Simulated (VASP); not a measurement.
A run of VASP 6.6.1:

File INCAR:

```
PREC = Accurate
ENCUT = 520
EDIFF = 1E-7
ISMEAR = -1
SIGMA = 0.1
LREAL = False
LASPH = True
NELM = 100
ALGO = Normal
ISIF = 2
LWAVE = False
LCHARG = False
GGA = PS
NBANDS = 11
```

KPOINTS

```
Automatic mesh
0
Gamma
  12 12 12
```

The input POSCAR:

```
Hf
1.0
    2.9034463404      0.0000000000      0.0000000000
    0.0000000000      2.9034463404      0.0000000000
    0.0000000000      0.0000000000      2.9034463404
Hf
1
Direct
    0.0000000000      0.0000000000      0.0000000000
```

Potentials or basis: VASP PAW PBE potentials, release 64 (Hf_pv).

Command:

```sh
$ cat potpaw_PBE.64/Hf_pv/POTCAR > POTCAR
$ mpirun -np 1 vasp_std > vasp.out
```

Hardware: 1 thread of Intel(R) Xeon(R) Platinum 8375C CPU @ 2.90GHz (Ice Lake), with other jobs on the host.

Q: How long does it take, and how much memory?

A: Wall time 8.9 s on 1 thread of Intel(R) Xeon(R) Platinum 8375C CPU @ 2.90GHz (Ice Lake), on a shared host, peak memory 0.15 GiB. Counts: scf iterations 12, k points 84.
